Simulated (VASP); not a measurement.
Input of a VASP 6.6.1 run:

Contents of INCAR:

```
  ALGO = Normal
  EDIFF = 1E-8
  ENCUT = 520
  GGA = PE
  ISIF = 2
  ISMEAR = -1
  LASPH = True
  LCHARG = False
  LEFG = True
  LREAL = False
  LWAVE = False
  NBANDS = 15
  NELM = 60
  PREC = Accurate
  SIGMA = 0.08
```

File KPOINTS:

```
k-points
0
Gamma
  11 11 11
```

Contents of POSCAR:

```
KBr
1.0
    0.0000000000      3.6834758601      3.6834758601
    3.6834758601      0.0000000000      3.6834758601
    3.6834758601      3.6834758601      0.0000000000
K Br
1 1
Direct
    0.0000000000      0.0000000000      0.0000000000
    0.2500000000      0.2500000000      0.2500000000
```

Potentials or basis: VASP PAW PBE potentials, release 64 (K_sv, Br).

The run is started by

```bash
$ cat potpaw_PBE.64/K_sv/POTCAR potpaw_PBE.64/Br/POTCAR > POTCAR
$ mpirun -np 1 vasp_std > vasp.out
```

**Question.** Predict the band gap on the k mesh.

**Answer.** 4.29 eV, indirect (least direct gap 4.30 eV).

**Question.** Estimate the pressure.

**Answer.** 0.3 GPa.

Caveat: without QUAD_EFG the Cq values of the log hold for a quadrupole moment of 1 mb, not for the nuclei. A k mesh can miss the band edges.
